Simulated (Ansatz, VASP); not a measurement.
**Two plane-wave programs on Ni**

```
Ni
1.0
     2.44802    0.00000    0.00000
    -1.22401    2.12005    0.00000
     0.00000    0.00000    4.07281
Ni
2
Cartesian
  0.0000 1.4134 1.0182
  1.2240 0.7067 3.0546
```

Alike in both runs: task single point; functional LDA; k mesh 13 × 13 × 7; collinear spin.

|  | VASP | Ansatz |
| --- | --- | --- |
| version | VASP 6.6.1 | Ansatz 0.2.0 |
| potentials or method | VASP PAW LDA potentials, release 64 (Ni), cutoff 520 eV | plane waves, PAW |
| occupations | fermi-dirac, width 0.1 eV | fermi-dirac |
| valence electrons in the cell | 20 | 36 |

|  | VASP | Ansatz | Ansatz less VASP |
| --- | --- | --- | --- |
| pressure (GPa) | -10.6 | -10.6 | -0.02 |
| traceless stress, the component that is largest in VASP (GPa) | -2.31 | -2.27 | +0.045 |
| net moment per atom (μB) | 0.58 | 0.60 | +0.022 |
| size of the moment on the site where the two differ most (μB) | 0.58 | 0.63 | +0.046 |

LDA's correlation is that of Perdew and Zunger in VASP and of Perdew and Wang (1992) in Ansatz. Site moments also hang on the region over which each program counts them. VASP's potentials hold 20 valence electrons a cell and Ansatz's 36, so a difference there can come from the potentials and not from the codes.
